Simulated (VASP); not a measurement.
The system is Ti2Si.

```xyz
3
Lattice="1.6165 0.9333 5.0544 -1.6165 0.9333 5.0544 0.0000 -1.8666 5.0544" Properties=species:S:1:pos:R:3 pbc="T T T"
Ti    0.0000    0.0000    3.7274
Ti    0.0000    0.0000   11.4359
Si    0.0000    0.0000    7.5816
```

* Program: VASP 6.6.1
* Task: relaxation of cell and atoms
* Functional: PBEsol
* Potentials or basis: VASP PAW PBE potentials, release 64 (Ti_sv, Si)
* Cutoff: 600 eV
* k mesh: 6 × 6 × 6
* Occupations: gaussian, width 0.1 eV
* Spin: no spin polarisation

At the start: pressure 36.7 GPa; volume 15.25 Å³/atom.

How do energy, volume and symmetry change on relaxing?

Over 14 steps the energy falls by 657.2 meV/atom and the volume is 16.83 Å³/atom (+10.3 %); space group R-3m (No. 166, to 0.1 Å) before and after.

Step by step:
| step | energy change (eV) | largest force (eV/Å) | pressure (GPa) | volume (Å³) |
| --- | --- | --- | --- | --- |
| 1 | 0.0000 | 5.3541 | 36.73 | 45.75 |
| 2 | 0.0887 | 0.8812 | -20.71 | 72.97 |
| 3 | -1.5347 | 0.8477 | -6.08 | 56.59 |
| 4 | -1.5438 | 1.0146 | -4.54 | 55.85 |
| 5 | -1.5446 | 1.1011 | -3.73 | 55.48 |
| 6 | -1.7536 | 1.0121 | -2.19 | 53.22 |
| 7 | -1.9373 | 0.0206 | 5.08 | 48.36 |
| 8 | -1.9471 | 0.4175 | 2.69 | 49.55 |
| 9 | -1.9495 | 0.2906 | 3.40 | 49.16 |
| 10 | -1.9432 | 0.6517 | -2.48 | 51.24 |
| 11 | -1.9671 | 0.1541 | 0.53 | 50.11 |
| 12 | -1.9703 | 0.0499 | -0.11 | 50.49 |
| 13 | -1.9707 | 0.0034 | -0.34 | 50.67 |
| 14 | -1.9717 | 0.0496 | 0.18 | 50.49 |

Final structure:
```
CELL_PARAMETERS angstrom
1.75510 1.01331 4.73130
-1.75510 1.01331 4.73130
0.00000 -2.02661 4.73130
ATOMIC_POSITIONS crystal
Ti 0.26344 0.26344 0.26344
Ti 0.73656 0.73656 0.73656
Si 0.50000 0.50000 0.50000
```

Caveat: the k points lie up to 0.35 Å⁻¹ apart in the final cell; the PAW data sets were made with another functional, which shifts forces and pressure a little; the relaxation stopped at a loose force limit of 0.05 eV/Å, so its end isn't a converged minimum.
